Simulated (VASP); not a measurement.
Here is a VASP 6.6.1 calculation.

INCAR

```
SYSTEM = HfC
  ALGO = Normal
  EDIFF = 1E-7
  ENCUT = 520
  GGA = PE
  ISIF = 2
  ISMEAR = 0
  LASPH = .TRUE.
  LCHARG = .TRUE.
  LELF = .TRUE.
  LREAL = .FALSE.
  LVHAR = .TRUE.
  LWAVE = .FALSE.
  NBANDS = 14
  NELM = 100
  PREC = Accurate
  SIGMA = 0.05
```

File KPOINTS:

```
k-points
0
G
  12 12 12
  0 0 0
```

Contents of POSCAR:

```
HfC
1.0
    0.0000000000      2.5796342800      2.5796342800
    2.5796342800      0.0000000000      2.5796342800
    2.5796342800      2.5796342800      0.0000000000
Hf C
1 1
Direct
    0.0000000000      0.0000000000      0.0000000000
    0.2500000000      0.2500000000      0.2500000000
```

Potentials or basis: VASP PAW PBE potentials, release 64 (Hf_pv, C).

Command:

```console
$ cat potpaw_PBE.64/Hf_pv/POTCAR potpaw_PBE.64/C/POTCAR > POTCAR
$ mpirun -np 1 vasp_std > vasp.out
```

(1) Estimate the pressure.

(2) Predict the band gap on the k mesh.

Answers

(1) -9.8 GPa.

(2) 0.40 eV, direct.

Caveat: spin-orbit coupling is left out, which moves the levels of the heavy elements.
